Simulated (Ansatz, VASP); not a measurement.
## One calculation of TiCo, two programs

Contents of INCAR:

```
SYSTEM = TiCo
ALGO     = Normal         ! electronic algorithm
EDIFF    = 1E-6           ! SCF threshold, eV
ENCUT    = 520            ! plane-wave cutoff, eV
GGA      = PE             ! functional
ISIF     = 2              ! what is computed and relaxed
ISMEAR   = 0              ! smearing method
ISPIN    = 2              ! spin polarisation
LASPH    = .TRUE.         ! aspherical terms in the spheres
LCHARG   = .TRUE.         ! write CHGCAR
LELF     = .TRUE.         ! ELF
LMAXMIX  = 4              ! l up to which the mixer works
LORBIT   = 11             ! projections on sites
LREAL    = .FALSE.        ! projectors in reciprocal space
LVHAR    = .TRUE.       
LWAVE    = .FALSE.        ! write WAVECAR
MAGMOM   = 0 0.6          ! initial moments
NBANDS   = 22             ! bands
NELM     = 150            ! most SCF steps
PREC     = Accurate       ! precision mode
SIGMA    = 0.15           ! smearing width, eV
```

KPOINTS

```
k-points
0
G
  16 16 16
  0 0 0
```

Contents of POSCAR:

```
TiCo
1.0
    2.9861109900      0.0000000000      0.0000000000
    0.0000000000      2.9861109900      0.0000000000
    0.0000000000      0.0000000000      2.8666665504
Ti Co
1 1
Direct
    0.0000000000      0.0000000000      0.0000000000
    0.5000000000      0.5000000000      0.5000000000
```

Input for Ansatz:

```yaml
crystal:
  lattice:
    - [2.98611099, 0.0, 0.0]
    - [0.0, 2.98611099, 0.0]
    - [0.0, 0.0, 2.8666665504]
  atoms:
    - { symbol: Ti, position: [0.0, 0.0, 0.0] }
    - { symbol: Co, position: [0.5, 0.5, 0.5], spin: 0.6 }
basis:
  ecutwfc: 420
kpoints:
  mp_grid: { grid: [16, 16, 16] }
hamiltonian:
  xc: pbe
scf:
  occupations: { method: gaussian, width: 0.15 }
output:
  forces: true
  stress: true
  eigenvalues: true
  populations: true
magnetization:
  spin_polarized: true
```

Change from the starting cell: strain -0.0400 x Voigt [0, 0, 1, 0, 0, 0], atoms carried along.

Alike in both runs: task single point; functional PBE; k mesh 16 × 16 × 16; occupations gaussian, width 0.15 eV; collinear spin.

```csv
,VASP,Ansatz
version,VASP 6.6.1,Ansatz 0.2.0
potentials or method,"VASP PAW PBE potentials, release 64 (Ti_sv, Co), cutoff 520 eV","scalar-relativistic, plane waves, PAW"
valence electrons in the cell,21,29
```

|  | VASP | Ansatz | Ansatz less VASP |
| --- | --- | --- | --- |
| gap on the k mesh at the Fermi level (eV) | none | none | - |
| pressure (GPa) | 6.2 | 7.0 | +0.75 |
| traceless stress, the component that is largest in VASP (GPa) | 3.28 | 3.49 | +0.209 |
| net moment per atom (μB) | 0.37 | 0.39 | +0.020 |
| size of the moment on the site where the two differ most (μB) | 0.78 | 0.84 | +0.057 |

Site moments also hang on the region over which each program counts them. A gap of «none» marks a metal or a gap that the smearing closes. VASP's potentials hold 21 valence electrons a cell and Ansatz's 29, so a difference there can come from the potentials and not from the codes.
